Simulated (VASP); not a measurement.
Write the native input for VASP 6.6.1 that does the following.

```
Task                   : single point
Functional             : PBEsol
Potentials or basis    : VASP PAW PBE potentials, release 64 (Ca_sv)
Cutoff                 : 520 eV
k mesh                 : 14 × 14 × 14
Occupations            : gaussian, width 0.15 eV
Spin                   : no spin polarisation
Dipole correction      : no
Further INCAR settings : ALGO = Fast; EDIFF = 1e-06; NBANDS = 11
```

The structure of Ca lies in POSCAR:

```
Ca
1.0
    0.0000000000      2.7103740000      2.7103740000
    2.7103740000      0.0000000000      2.7103740000
    2.7103740000      2.7103740000      0.0000000000
Ca
1
Direct
    0.0000000000      0.0000000000      0.0000000000
```

This cell differs from its parent crystal: strain -0.030 along x and y, -0.030 along z.

The input as run:

INCAR

```
SYSTEM = Ca
ALGO = Fast
EDIFF = 1E-6
ENCUT = 520
GGA = PS
ISIF = 2
ISMEAR = 0
LASPH = .TRUE.
LCHARG = .TRUE.
LELF = .TRUE.
LREAL = .FALSE.
LVHAR = .TRUE.
LWAVE = .FALSE.
NBANDS = 11
NELM = 60
PREC = Accurate
SIGMA = 0.15
```

KPOINTS

```
k-points
0
G
  14 14 14
  0 0 0
```

Potentials or basis: VASP PAW PBE potentials, release 64 (Ca_sv).

Launch:

```console
$ cat potpaw_PBE.64/Ca_sv/POTCAR > POTCAR
$ mpirun -np 1 vasp_std > vasp.out
```

Results of the run:

| Quantity | Value |
| --- | --- |
| Pressure | 0.4 GPa |
| Band gap on the k mesh | zero (band 5 reaches 2.24 eV, above the bottom of band 6 at 2.01 eV) |

Caveat: the cell differs from its parent crystal (strain -0.030 along x and y, -0.030 along z); the PAW data sets were made with another functional, which shifts forces and pressure a little.

Wall time 29 s on 1 thread of Intel(R) Xeon(R) 6975P-C (Granite Rapids), on a shared host, peak memory 0.19 GiB.
